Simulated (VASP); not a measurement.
# Yb (Im-3m) in VASP: a series of runs

Yb is run at these levels: PBE; tasks: relaxation of cell and atoms.

Program: VASP 6.6.1. These are calculated values, not measurements. Logs are shortened: lines on timing, memory, paths and dates and some standing lists are left out, and cuts for length are marked.

## 1. The cell of the first run

It takes space group Im-3m (No. 229, cubic). Conventional cell: a = 4.115 Å, b = 4.115 Å, c = 4.115 Å, α = 90.00°, β = 90.00°, γ = 90.00°. Yb (site symmetry m-3m) has 14 Yb at 3.56 to 4.11 Å within 4.7 Å.

## 2. Relaxation of cell and atoms, PBE, target pressure -0.14 GPa, at which the enthalpy is minimised

Contents of INCAR:

```
PREC = Accurate ; ENCUT = 600
EDIFF = 1E-6 ; ISMEAR = -1
SIGMA = 0.05 ; LREAL = F
LASPH = T ; NELM = 100
ALGO = Normal ; ISIF = 3
LWAVE = F ; LCHARG = F
GGA = PE ; IBRION = 2
NSW = 32 ; EDIFFG = -0.005
PSTRESS = -1.4000000000000001
```

Contents of KPOINTS:

```
regular mesh
0
Gamma
  13 13 13
```

Contents of POSCAR:

```
Yb
1.0
   -2.0573864341      2.0573864341      2.0573864341
    2.0573864341     -2.0573864341      2.0573864341
    2.0573864341      2.0573864341     -2.0573864341
Yb
1
Direct
    0.0000000000      0.0000000000      0.0000000000
```

Potentials or basis: VASP PAW PBE potentials, release 64 (Yb).

Launch:

```sh
cat potpaw_PBE.64/Yb/POTCAR > POTCAR
mpirun -np 1 vasp_std > vasp.out
```

OUTCAR:

```text
PREC = Accurate
   ENCUT = 600
   EDIFF = 1E-6
   ISMEAR = -1
   LREAL = F
   LASPH = T
   NELM = 100
   ISIF = 3
   GGA = PE
   IBRION = 2
   NSW = 32
   EDIFFG = -0.005
   PSTRESS = -1.4000000000000001

 ion  position               nearest neighbor table
   1  0.000  0.000  0.000-

  LATTYP: Found a body centered cubic cell.
 ALAT       =     4.1147728682

  Lattice vectors:

 A1 = (  -2.0573864341,   2.0573864341,   2.0573864341)
 A2 = (   2.0573864341,  -2.0573864341,   2.0573864341)
 A3 = (   2.0573864341,   2.0573864341,  -2.0573864341)

Analysis of symmetry for initial positions (statically):
=====================================================================
 Subroutine PRICEL returns:
 Original cell was already a primitive cell.

 Routine SETGRP: Setting up the symmetry group for a
 body centered cubic supercell.

 Subroutine GETGRP returns: Found 48 space group operations
 (whereof 48 operations were pure point group operations)
 out of a pool of 48 trial point group operations.

The static configuration has the point symmetry O_h .

Analysis of symmetry for dynamics (positions and initial velocities):
=====================================================================
 Subroutine PRICEL returns:
 Original cell was already a primitive cell.

 Routine SETGRP: Setting up the symmetry group for a
 body centered cubic supercell.

 Subroutine GETGRP returns: Found 48 space group operations
 (whereof 48 operations were pure point group operations)
 out of a pool of 48 trial point group operations.

The dynamic configuration has the point symmetry O_h .

 Subroutine INISYM returns: Found 48 space group operations
 (whereof 48 operations are pure point group operations),
 and found     1 'primitive' translations

----------------------------------------------------------------------------------------

                                     Primitive cell

  volume of cell :      34.8343

  direct lattice vectors                    reciprocal lattice vectors
    -2.057386434  2.057386434  2.057386434     0.000000000  0.243026780  0.243026780
     2.057386434 -2.057386434  2.057386434     0.243026780  0.000000000  0.243026780
     2.057386434  2.057386434 -2.057386434     0.243026780  0.243026780  0.000000000

[... 91 lines left out ...]
   PSTRESS=   -1.4 pullay stress
   NELECT =      24.0000    total number of electrons
   NUPDOWN=      -1.0000    fix difference up-down
   EMIN   =  10.00;   EMAX   =-10.00  energy-range for DOS
   EFERMI =   0.00;   METHOD = LEGACY
   ISMEAR =    -1;   SIGMA  =   0.05  broadening in eV -4-tet -1-fermi 0-gaus
   EFERMI_NEDOS =   21; number of points for ismear=-14 and -15
   IALGO  =     38    algorithm
   IMIX   =      4    mixing-type and parameters
     AMIX     =   0.40;   BMIX     =  1.00
     AMIX_MAG =   1.60;   BMIX_MAG =  1.00
  volume/ion in A,a.u.               =      34.83       235.07
  Fermi-wavevector in a.u.,A,eV,Ry     =   1.445915  2.732383 28.445288  2.090670
  Thomas-Fermi vector in A             =   2.564043
   LORBIT       =      0    0 simple, 1 ext, 2 COOP (PROOUT), +10 PAW based schemes
   GGA     = PE    functional components
   LHFCALC =     F    Hartree Fock is set to
   AEXX    =    0.0000 exact exchange contribution
   IVDW    =     0    specifies the selected vdW correction
   LEPSILON=     F    determine dielectric tensor
   LRPA    =     F    only Hartree local field effects (RPA)
 conjugate gradient relaxation of ions
 non-spin polarized calculation
  energy-cutoff  :      600.00
  volume of cell :       34.83
 maximum number of plane-waves:      1182
   NGX = 15   NGY = 15   NGZ = 15

--------------------------------------- Ionic step        1  -------------------------------------------

 number of electron      23.9999995 magnetization

 Free energy of the ion-electron system (eV)
  ---------------------------------------------------
  ext. energy  EPLUGINS =         0.00000000
  ---------------------------------------------------
  free energy    TOTEN  =        -3.58388691 eV

  energy without entropy =       -3.57099201  energy(sigma->0) =       -3.57743946

------------------------ aborting loop because EDIFF is reached ----------------------------------------

  FORCE on cell =-STRESS in cart. coord.  units (eV):
  Direction    XX          YY          ZZ          XY          YZ          ZX
  --------------------------------------------------------------------------------------
  -------------------------------------------------------------------------------------
  Total       -0.0477004     -0.0477004     -0.0477004     -0.0000000      0.0000000      0.0000000
  in kB       -2.1939390     -2.1939390     -2.1939390     -0.0000000      0.0000000      0.0000000
  external PRESSURE =      -0.7939390 kB  Pullay stress =      -1.4000000 kB
[... 94 lines left out ...]
  energy  without entropy=       -3.5709825407  energy(sigma->0) =       -3.57745883

  enthalpy is  TOTEN    =        -3.6143532994 eV   P V=       -0.0304181809

[... ionic steps 4 to 9 ...]

--------------------------------------- Ionic step       10  -------------------------------------------

 number of electron      23.9999995 magnetization

------------------------ aborting loop because EDIFF is reached ----------------------------------------
[... 69 lines left out ...]
--------------------------------------- Ionic step       12  -------------------------------------------

 number of electron      23.9999996 magnetization

 Free energy of the ion-electron system (eV)
  ---------------------------------------------------
  ext. energy  EPLUGINS =         0.00000000
  ---------------------------------------------------
  free energy    TOTEN  =        -3.58411770 eV

  energy without entropy =       -3.57121189  energy(sigma->0) =       -3.57766479

 E-fermi :   1.6602     XC(G=0):  -9.5950

 val. band max:        1.6478403651   @ k =  -0.3846  -0.3846   0.0769
 cond. band min:       1.6875158654   @ k =  -0.4615  -0.4615   0.2308
 fundamental gap:      0.0396755003
 Fermi energy:         1.6601508221

 k-point     1 :       0.0000    0.0000    0.0000
  band No.  band energies     occupation
      1     -50.0252      2.00000
      2     -22.1834      2.00000
      3     -22.1834      2.00000
      4     -22.1834      2.00000
      5      -3.5394      2.00000
      6       1.2255      1.99966
[... 433 lines left out ...]
      3     -22.2672      2.00000
      4     -22.2031      2.00000
      5      -1.1926      2.00000
      6       1.2420      1.99953
[... 8 lines left out ...]
     15       6.5389      0.00000
     16       6.9471      0.00000

 [... further k-points ...]
[... 5 lines left out ...]
  --------------------------------------------------------------------------------------
  -------------------------------------------------------------------------------------
  Total       -0.0339799     -0.0339799     -0.0339799     -0.0000000     -0.0000000      0.0000000
  in kB       -1.5684681     -1.5684681     -1.5684681     -0.0000000     -0.0000000      0.0000000
  external PRESSURE =      -0.1684681 kB  Pullay stress =      -1.4000000 kB
[... 20 lines left out ...]
  energy  without entropy=       -3.5712118926  energy(sigma->0) =       -3.57766479

  enthalpy is  TOTEN    =        -3.6144478068 eV   P V=       -0.0303301104

 reached required accuracy - stopping structural energy minimisation
```

OSZICAR:

```text
N       E                     dE             d eps       ncg     rms          rms(c)
DAV:   1     0.124344165406E+03    0.12434E+03   -0.97174E+03  3280   0.114E+04
DAV:   2     0.119283983792E+02   -0.11242E+03   -0.10936E+03  3440   0.546E+02
[... 133 lines left out ...]
       N       E                     dE             d eps       ncg     rms          rms(c)
DAV:   1    -0.358417435414E+01   -0.49228E-04   -0.22900E-04  4816   0.389E-01    0.206E-01
DAV:   2    -0.358500326040E+01   -0.82891E-03   -0.36858E-03  2744   0.236E+00    0.706E-01
DAV:   3    -0.358414058987E+01    0.86267E-03   -0.31961E-03  2712   0.226E+00    0.992E-02
DAV:   4    -0.358411942707E+01    0.21163E-04   -0.50409E-05  4096   0.263E-01    0.279E-02
DAV:   5    -0.358411762652E+01    0.18005E-05   -0.14116E-05  4488   0.103E-01    0.187E-02
DAV:   6    -0.358411769644E+01   -0.69921E-07   -0.64174E-07  2200   0.702E-03
  12 F= -.36144478E+01 E0= -.36079949E+01  d E =-.988476E-04
```

CONTCAR:

```text
Yb
   1.00000000000000
    -2.0549385940442138    2.0549385940442138    2.0549385940442138
     2.0549385940442138   -2.0549385940442138    2.0549385940442138
     2.0549385940442138    2.0549385940442138   -2.0549385940442138
  Yb
     1
Direct
     0.0000000000000000    0.0000000000000000    0.0000000000000000

  0.00000000E+00  0.00000000E+00  0.00000000E+00
```

Run time: 5.1 min. Hardware: 1 thread of AMD EPYC 9R45 (Zen 5), shared host; peak memory 0.19 GiB.

Results:

| Property | Result |
| --- | --- |
| Free energy | -3.5841 eV |
| Relaxed volume | 34.71 Å³/atom |
| Relaxed cell | a = 3.559 Å, b = 3.559 Å, c = 3.559 Å, α = 109.47°, β = 109.47°, γ = 109.47° |
| Space group after relaxing (to 0.05 Å) | Im-3m (No. 229) |
| Energy change on relaxing (the enthalpy is what falls) | -0.2 meV/atom |
| Ionic steps | 12 |
| Pressure after relaxing | -0.2 GPa |
| Band gap on the k mesh | zero (band 12 reaches 1.90 eV, above the bottom of band 13 at 1.40 eV) |

Step by step:
```
step  energy change (eV)  largest force (eV/Å)  pressure (GPa)  volume (Å³)
   1              0.0000                0.0000           -0.22        34.83
   2             -0.0002                0.0000            0.08        34.75
   3              0.0000                0.0000            0.56        34.81
   4              0.0000                0.0000           -0.28        34.83
   5              0.0000                0.0000           -0.38        34.82
   6              0.0000                0.0000           -0.41        34.82
   7              0.0000                0.0000            0.23        34.81
   8              0.0000                0.0000           -0.37        34.82
   9              0.0000                0.0000           -0.35        34.81
  10             -0.0001                0.0000           -0.86        34.79
  11             -0.0002                0.0000           -0.09        34.71
  12             -0.0002                0.0000           -0.16        34.71
```

Final structure:
```
Yb
1.0
    -2.05494    2.05494    2.05494
     2.05494   -2.05494    2.05494
     2.05494    2.05494   -2.05494
Yb
1
Direct
  0.00000 0.00000 0.00000
```

Caveat: the cell is relaxed towards a set pressure, so the enthalpy falls and the energy may rise; spin-orbit coupling is left out, which moves the levels of the heavy elements.

## 3. Relaxation of cell and atoms, PBE, target pressure -0.14 GPa, at which the enthalpy is minimised

This run uses another cell than the first one, of 35.91 Å³/atom, 1.031 times its volume.

Contents of INCAR:

```
SYSTEM = Yb
  PREC = Accurate
  ENCUT = 600
  EDIFF = 1E-6
  ISMEAR = -1
  SIGMA = 0.05
  LREAL = .FALSE.
  LASPH = .TRUE.
  NELM = 100
  ALGO = Normal
  ISIF = 3
  LWAVE = .FALSE.
  LCHARG = .FALSE.
  GGA = PE
  IBRION = 2
  NSW = 60
  EDIFFG = -0.005
  PSTRESS = -1.4000000000000001
```

Contents of KPOINTS:

```
regular mesh
0
G
  13 13 13
  0 0 0
```

Contents of POSCAR:

```
Yb
1.0
   -2.0783295266      2.0783295266      2.0783295266
    2.0783295266     -2.0783295266      2.0783295266
    2.0783295266      2.0783295266     -2.0783295266
Yb
1
Direct
    0.0000000000      0.0000000000      0.0000000000
```

Potentials or basis: VASP PAW PBE potentials, release 64 (Yb).

Launch:

```sh
cat potpaw_PBE.64/Yb/POTCAR > POTCAR
mpirun -np 1 vasp_std > vasp.out
```

It took 21 min on 1 thread of AMD EPYC 9R45 (Zen 5), shared host; peak memory 0.22 GiB.

It converged, with:

| Quantity | Value |
| --- | --- |
| Free energy | -3.5805 eV |
| Relaxed volume | 35.80 Å³/atom |
| Relaxed cell | a = 3.596 Å, b = 3.596 Å, c = 3.596 Å, α = 109.47°, β = 109.47°, γ = 109.47° |
| Space group after relaxing (to 0.05 Å) | Im-3m (No. 229) |
| Energy change on relaxing (the enthalpy is what falls) | -0.6 meV/atom |
| Ionic steps | 24 |
| Pressure after relaxing | -0.1 GPa |
| Band gap on the k mesh | zero (band 12 reaches 1.78 eV, above the bottom of band 13 at 1.32 eV) |

The path:
| step | energy change (eV) | largest force (eV/Å) | pressure (GPa) | volume (Å³) |
| --- | --- | --- | --- | --- |
| 1 | 0.0000 | 0.0000 | -1.36 | 35.91 |
| 2 | -0.0047 | 0.0000 | -2.17 | 34.50 |
| 3 | 0.0275 | 0.0000 | 3.40 | 30.50 |
| 4 | -0.0011 | 0.0000 | 0.81 | 32.89 |
| 5 | -0.0033 | 0.0000 | 0.86 | 33.38 |
| 6 | -0.0046 | 0.0000 | 0.03 | 33.94 |
| 7 | -0.0047 | 0.0000 | 0.52 | 34.03 |
| 8 | -0.0048 | 0.0000 | 0.61 | 34.26 |
| 9 | -0.0048 | 0.0000 | 0.70 | 34.38 |
| 10 | -0.0047 | 0.0000 | 1.60 | 34.44 |
| 11 | -0.0047 | 0.0000 | 1.23 | 34.47 |
| 12 | -0.0008 | 0.0000 | -1.79 | 35.76 |
| 13 | -0.0040 | 0.0000 | -1.60 | 34.94 |
| 14 | -0.0045 | 0.0000 | -0.09 | 34.69 |
| 15 | -0.0044 | 0.0000 | 0.28 | 34.70 |
| 16 | -0.0042 | 0.0000 | 0.38 | 34.82 |
| 17 | -0.0041 | 0.0000 | 6.71 | 34.88 |
| 18 | -0.0040 | 0.0000 | 0.38 | 34.93 |
| 19 | -0.0035 | 0.0000 | 0.46 | 35.09 |
| 20 | -0.0016 | 0.0000 | -0.10 | 35.59 |
| 21 | -0.0015 | 0.0000 | 1.68 | 35.62 |
| 22 | -0.0011 | 0.0000 | 0.91 | 35.69 |
| 23 | -0.0004 | 0.0000 | -0.47 | 35.83 |
| 24 | -0.0006 | 0.0000 | -0.14 | 35.80 |

Final structure:
```yaml
crystal:
  lattice:
    - [-2.07621, 2.07621, 2.07621]
    - [2.07621, -2.07621, 2.07621]
    - [2.07621, 2.07621, -2.07621]
  atoms:
    - { symbol: Yb, position: [0.00000, 0.00000, 0.00000] }
```

Levels at points of the mesh, in eV from the Fermi level:
| k point | band 8 | band 9 | band 10 | band 11 | band 12 | band 13 | band 14 | band 15 | band 16 |
| --- | --- | --- | --- | --- | --- | --- | --- | --- | --- |
| (0.00, 0.00, 0.00) | -0.43 | -0.30 | -0.30 | -0.30 | -0.27 | 2.93 | 2.93 | 2.93 | 4.83 |

Caveat: the cell is relaxed towards a set pressure, so the enthalpy falls and the energy may rise; spin-orbit coupling is left out, which moves the levels of the heavy elements.
